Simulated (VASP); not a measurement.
# Sc (P6_3/mmc) in VASP: a series of runs

The runs below take Sc through single point, with r2SCAN.

Program: VASP 6.6.1. These are calculated values, not measurements. Logs are shortened: lines on timing, memory, paths and dates and some standing lists are left out, and cuts for length are marked.

## (1) The cell of the first run

The structure is hexagonal, space group P6_3/mmc (No. 194). The conventional cell has a = 3.328 Å, b = 3.328 Å, c = 5.212 Å, α = 90.00°, β = 90.00°, γ = 120.00°. Within 4.3 Å of Sc (site symmetry -6m2) lie 12 Sc at 3.24 to 3.33 Å.

## (2) Single point, r2SCAN

Contents of POSCAR:

```
Sc
1.0
    3.3280716152      0.0000000000      0.0000000000
   -1.6640358076      2.8821945644      0.0000000000
    0.0000000000      0.0000000000      5.2121495536
Sc
2
Direct
    0.3333333333      0.6666666667      0.2500000000
    0.6666666667      0.3333333333      0.7500000000
```

Contents of INCAR.step1:

```
PREC = Accurate
ENCUT = 520
ISMEAR = 0
SIGMA = 0.03
LREAL = F
LASPH = T
NELM = 80
NBANDS = 18
GGA = PE
ALGO = Normal
EDIFF = 1E-4
LWAVE = T
LCHARG = F
```

Contents of INCAR.step2:

```
PREC = Accurate
ENCUT = 520
EDIFF = 1E-6
ISMEAR = 0
SIGMA = 0.03
LREAL = F
LASPH = T
NELM = 80
ALGO = Normal
ISIF = 2
LWAVE = F
LCHARG = F
METAGGA = R2SCAN
LMIXTAU = T
NBANDS = 18
ISTART = 1
```

Contents of KPOINTS:

```
Automatic mesh
0
Gamma
  11 11 6
```

Potentials or basis: VASP PAW PBE potentials, release 64 (Sc_sv).

The run is started by

```console
cat potpaw_PBE.64/Sc_sv/POTCAR > POTCAR
cp INCAR.step1 INCAR
mpirun -np 1 vasp_std > vasp.out
cp INCAR.step2 INCAR
mpirun -np 1 vasp_std > vasp.out
```

OUTCAR:

```text
PREC = Accurate
   ENCUT = 520
   EDIFF = 1E-6
   ISMEAR = 0
   LREAL = F
   LASPH = T
   NELM = 80
   ISIF = 2
   METAGGA = R2SCAN
   ISTART = 1

 ion  position               nearest neighbor table
   1  0.333  0.667  0.250-   2 3.24   2 3.24   2 3.24   2 3.24   2 3.24   2 3.24
   2  0.667  0.333  0.750-   1 3.24   1 3.24   1 3.24   1 3.24   1 3.24   1 3.24

  LATTYP: Found a hexagonal cell.
 ALAT       =     3.3280716152
 C/A-ratio  =     1.5661170060

  Lattice vectors:

 A1 = (   3.3280716152,   0.0000000000,   0.0000000000)
 A2 = (  -1.6640358076,   2.8821945644,   0.0000000000)
 A3 = (   0.0000000000,   0.0000000000,   5.2121495536)

Analysis of symmetry for initial positions (statically):
=====================================================================
 Subroutine PRICEL returns:
 Original cell was already a primitive cell.

 Routine SETGRP: Setting up the symmetry group for a
 hexagonal supercell.

 Subroutine GETGRP returns: Found 24 space group operations
 (whereof 12 operations were pure point group operations)
 out of a pool of 24 trial point group operations.

The static configuration has the point symmetry D_3d.
 The point group associated with its full space group is D_6h.

Analysis of symmetry for dynamics (positions and initial velocities):
=====================================================================
 Subroutine PRICEL returns:
 Original cell was already a primitive cell.

 Routine SETGRP: Setting up the symmetry group for a
 hexagonal supercell.

 Subroutine GETGRP returns: Found 24 space group operations
 (whereof 12 operations were pure point group operations)
 out of a pool of 24 trial point group operations.

The dynamic configuration has the point symmetry D_3d.
 The point group associated with its full space group is D_6h.

 Subroutine INISYM returns: Found 24 space group operations
 (whereof 12 operations are pure point group operations),
 and found     1 'primitive' translations

----------------------------------------------------------------------------------------

                                     Primitive cell

  volume of cell :      49.9957

  direct lattice vectors                    reciprocal lattice vectors
     3.328071615  0.000000000  0.000000000     0.300474303  0.173478920  0.000000000
    -1.664035808  2.882194564  0.000000000     0.000000000  0.346957840  0.000000000
     0.000000000  0.000000000  5.212149554     0.000000000  0.000000000  0.191859422

  length of vectors
     3.328071615  3.328071615  5.212149554     0.346957840  0.346957840  0.191859422

  position of ions in fractional coordinates (direct lattice)
     0.333333333  0.666666667  0.250000000
     0.666666667  0.333333333  0.750000000

  ion indices of the primitive-cell ions
   primitive index   ion index
                 1           1
                 2           2

----------------------------------------------------------------------------------------

 KPOINTS: Automatic mesh

Automatic generation of k-mesh.
 Grid dimensions read from file:
 generate k-points for:   11   11    6

 Generating k-lattice:

  Cartesian coordinates                     Fractional coordinates (reciprocal lattice)
     0.027315846  0.015770811  0.000000000     0.090909091  0.000000000  0.000000000
     0.000000000  0.031541622  0.000000000     0.000000000  0.090909091  0.000000000
     0.000000000  0.000000000  0.031976570     0.000000000  0.000000000  0.166666667

  Length of vectors
     0.031541622  0.031541622  0.031976570

  Shift w.r.t. Gamma in fractional coordinates (k-lattice)
     0.000000000  0.000000000  0.000000000

 Subroutine IBZKPT returns following result:
 ===========================================

 Found     64 irreducible k-points:

 Following reciprocal coordinates:
            Coordinates               Weight
  0.000000  0.000000  0.000000      1.000000
  0.090909  0.000000  0.000000      6.000000
  0.181818  0.000000  0.000000      6.000000
  0.272727  0.000000  0.000000      6.000000
  0.363636 -0.000000  0.000000      6.000000
  0.454545  0.000000  0.000000      6.000000
[... 16 lines left out ...]
  0.090909  0.090909  0.166667     12.000000
  0.181818  0.090909  0.166667     24.000000
 [... further k-points ...]
   k-points           NKPTS =     64   k-points in BZ     NKDIM =     64   number of bands    NBANDS=     18
   number of dos      NEDOS =    301   number of ions     NIONS =      2
   total plane-waves  NPLWV =  31360
   dimension x,y,z NGX =    28 NGY =   28 NGZ =   40
   dimension x,y,z NGXF=    56 NGYF=   56 NGZF=   80
   ions per type =               2
   NGX,Y,Z   is equivalent  to a cutoff of  13.99, 13.99, 12.76 a.u.
   NGXF,Y,Z  is equivalent  to a cutoff of  27.97, 27.97, 25.52 a.u.
 SYSTEM =  unknown system
   PREC   = accura    normal or accurate (medium, high low for compatibility)
   ISTART =      1    job   : 0-new  1-cont  2-samecut
   ICHARG =      0    charge: 1-file 2-atom 10-const
   ISPIN  =      1    spin polarized calculation?
   LNONCOLLINEAR =      F non collinear calculations
   LSORBIT =      F    spin-orbit coupling
   LASPH  =      T    aspherical Exc in radial PAW
   ENCUT  =  520.0 eV  38.22 Ry    6.18 a.u.   6.19  6.19  9.69*2*pi/ulx,y,z
   NELM   =     80;   NELMIN=  2; NELMDL=  0     # of ELM steps
   EDIFF  = 0.1E-05   stopping-criterion for ELM
   LREAL  =      F    real-space projection
   EDIFFG = 0.1E-04   stopping-criterion for IOM
   NSW    =      0    number of steps for IOM
   IBRION =     -1    ionic relax: 0-MD 1-quasi-New 2-CG
   NFREE  =      0    steps in history (QN), initial steepest desc. (CG)
   ISIF   =      2    stress and relaxation
   ISYM   =      2    0-nonsym 1-usesym 2-fastsym
   POTIM  = 0.5000    time-step for ionic-motion
   TEBEG  =    0.0;   TEEND  =   0.0 temperature during run
   PSTRESS=    0.0 pullay stress
   NELECT =      22.0000    total number of electrons
   NUPDOWN=      -1.0000    fix difference up-down
   EMIN   =  10.00;   EMAX   =-10.00  energy-range for DOS
   EFERMI =   0.00;   METHOD = LEGACY
   ISMEAR =     0;   SIGMA  =   0.03  broadening in eV -4-tet -1-fermi 0-gaus
   EFERMI_NEDOS =   21; number of points for ismear=-14 and -15
   IALGO  =     38    algorithm
   IMIX   =      4    mixing-type and parameters
     AMIX     =   0.40;   BMIX     =  1.00
     AMIX_MAG =   1.60;   BMIX_MAG =  1.00
  volume/ion in A,a.u.               =      25.00       168.69
  Fermi-wavevector in a.u.,A,eV,Ry     =   1.245197  2.353081 21.096050  1.550516
  Thomas-Fermi vector in A             =   2.379430
   LORBIT       =      0    0 simple, 1 ext, 2 COOP (PROOUT), +10 PAW based schemes
   METAGGA = R2SCAN    functional components
   LHFCALC =     F    Hartree Fock is set to
   AEXX    =    0.0000 exact exchange contribution
   IVDW    =     0    specifies the selected vdW correction
   LEPSILON=     F    determine dielectric tensor
   LRPA    =     F    only Hartree local field effects (RPA)
 non-spin polarized calculation
 Gauss-broadening in eV      SIGMA  =   0.03
  energy-cutoff  :      520.00
  volume of cell :       50.00
 maximum number of plane-waves:      1375
 NGX is ok and might be reduce to    28
   NGX = 13   NGY = 13   NGZ = 19

 number of electron      21.9999997 magnetization

 Free energy of the ion-electron system (eV)
  ---------------------------------------------------
  ext. energy  EPLUGINS =         0.00000000
  ---------------------------------------------------
  free energy    TOTEN  =       -22.71215475 eV

  energy without entropy =      -22.71048224  energy(sigma->0) =      -22.71131849

 E-fermi :   3.6481     XC(G=0): -10.5432

 val. band max:        3.6398776999   @ k =   0.2727   0.2727   0.3333
 cond. band min:       3.6545001064   @ k =   0.3636  -0.0000   0.1667
 fundamental gap:      0.0146224065
 Fermi energy:         3.6481174531

 k-point     1 :       0.0000    0.0000    0.0000
  band No.  band energies     occupation
      1     -47.9133      2.00000
      2     -47.8448      2.00000
      3     -25.7677      2.00000
      4     -25.4218      2.00000
      5     -25.4218      2.00000
      6     -25.3585      2.00000
[... 10 lines left out ...]
     17       6.2192      0.00000
     18       6.2192      0.00000

 k-point     2 :       0.0909    0.0000    0.0000
  band No.  band energies     occupation
      1     -47.9095      2.00000
      2     -47.8435      2.00000
      3     -25.7570      2.00000
      4     -25.4425      2.00000
      5     -25.4289      2.00000
      6     -25.3801      2.00000
[... 10 lines left out ...]
     17       6.0683      0.00000
     18       6.1048      0.00000

 k-point     3 :       0.1818    0.0000    0.0000
  band No.  band energies     occupation
      1     -47.8990      2.00000
      2     -47.8402      2.00000
      3     -25.7265      2.00000
      4     -25.4984      2.00000
      5     -25.4473      2.00000
      6     -25.4370      2.00000
[... 10 lines left out ...]
     17       6.2267      0.00000
     18       6.3558      0.00000

 k-point     4 :       0.2727    0.0000    0.0000
  band No.  band energies     occupation
      1     -47.8845      2.00000
      2     -47.8366      2.00000
      3     -25.6818      2.00000
      4     -25.5727      2.00000
      5     -25.5087      2.00000
      6     -25.4704      2.00000
[... 375 lines left out ...]
      4     -25.6354      2.00000
      5     -25.5520      2.00000
      6     -25.4957      2.00000
[... 10 lines left out ...]
     17       7.6560      0.00000
     18       7.8507      0.00000

 k-point    23 :       0.0909    0.0909    0.1667
  band No.  band energies     occupation
      1     -47.8983      2.00000
      2     -47.8453      2.00000
      3     -25.7152      2.00000
      4     -25.4684      2.00000
      5     -25.4532      2.00000
      6     -25.4252      2.00000
[... 10 lines left out ...]
     17       6.3094      0.00000
     18       6.4634      0.00000

 k-point    24 :       0.1818    0.0909    0.1667
  band No.  band energies     occupation
      1     -47.8864      2.00000
      2     -47.8412      2.00000
      3     -25.6889      2.00000
      4     -25.5252      2.00000
      5     -25.5072      2.00000
      6     -25.4535      2.00000
[... 10 lines left out ...]
     17       6.5325      0.00000
     18       6.7815      0.00000

 [... further k-points ...]

------------------------ aborting loop because EDIFF is reached ----------------------------------------

  FORCE on cell =-STRESS in cart. coord.  units (eV):
  Direction    XX          YY          ZZ          XY          YZ          ZX
  --------------------------------------------------------------------------------------
  -------------------------------------------------------------------------------------
  Total        0.0232397      0.0232397     -0.1083488      0.0000000      0.0000000      0.0000000
  in kB        0.7447457      0.7447457     -3.4721772      0.0000000      0.0000000      0.0000000
  external PRESSURE =      -0.6608952 kB  Pullay stress =       0.0000000 kB

 VOLUME and BASIS-vectors are now :
 -----------------------------------------------------------------------------
  energy-cutoff  :      520.00
  volume of cell :       50.00
      direct lattice vectors                 reciprocal lattice vectors
     3.328071615  0.000000000  0.000000000     0.300474303  0.173478920  0.000000000
    -1.664035808  2.882194564  0.000000000     0.000000000  0.346957840  0.000000000
     0.000000000  0.000000000  5.212149554     0.000000000  0.000000000  0.191859422

 POSITION                                       TOTAL-FORCE (eV/Angst)
 -----------------------------------------------------------------------------------
     -0.00000      1.92146      1.30304        -0.000000      0.000000      0.000000
      1.66404      0.96073      3.90911         0.000000     -0.000000      0.000000
 -----------------------------------------------------------------------------------
    total drift:                               -0.000000      0.000000     -0.000000

  FREE ENERGIE OF THE ION-ELECTRON SYSTEM (eV)
  ---------------------------------------------------
  free  energy   TOTEN  =       -22.7121547470 eV

  energy  without entropy=      -22.7104822405  energy(sigma->0) =      -22.71131849
```

Wall time 90 s (1 thread of Intel Xeon 6975P-C (Granite Rapids), shared host); peak memory 0.2 GiB.

Results:

```yaml
Free_energy: -22.7122 eV
Pressure: -0.1 GPa
Band_gap_on_the_k_mesh: zero (bands 11 and 12 overlap by 1.52 eV)
```

Stress tensor (GPa, compression positive):
```
 0.07  0.00  0.00
 0.00  0.07  0.00
 0.00  0.00 -0.35
```

Levels at points of the mesh, in eV from the Fermi level:
```
           k point  band 7  band 8  band 9  band 10  band 11  band 12  band 13  band 14  band 15  band 16
(0.00, 0.00, 0.00)  -29.01  -28.99   -5.49    -1.69     0.38     1.79     1.79     2.03     2.25     2.25
(0.00, 0.00, 0.50)  -29.04  -29.04   -3.88    -3.88     1.07     1.07     1.71     1.71     1.71     1.71
```

Caveat: the PAW data sets were made with another functional, which shifts forces and pressure a little.

(Continued in part 2 of 2.)
